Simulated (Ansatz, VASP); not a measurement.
# Hf: VASP beside Ansatz

```
CELL_PARAMETERS angstrom
0.00000 2.29503 2.29503
2.29503 0.00000 2.29503
2.29503 2.29503 0.00000
ATOMIC_POSITIONS crystal
Hf 0.00000 0.00000 0.00000
```

Alike in both runs: task single point; functional RPBE; k mesh 13 × 13 × 13; occupations fermi-dirac, width 0.1 eV; no spin polarisation.

|  | VASP | Ansatz |
| --- | --- | --- |
| version | VASP 6.6.1 | Ansatz 0.2.0 |
| potentials or method | VASP PAW PBE potentials, release 64 (Hf_pv), cutoff 520 eV | plane waves (420 eV) with PAW, scalar-relativistic |
| valence electrons in the cell | 10 | 26 |

|  | VASP | Ansatz | Ansatz less VASP |
| --- | --- | --- | --- |
| pressure (GPa) | -4.0 | -3.6 | +0.46 |

VASP's potentials were made for PBE, not for RPBE. The functional is the same, so the differences come from potentials, cutoffs and numerics. VASP's potentials hold 10 valence electrons a cell and Ansatz's 26, so a difference there can come from the potentials and not from the codes.

Neither program's run includes spin-orbit coupling.
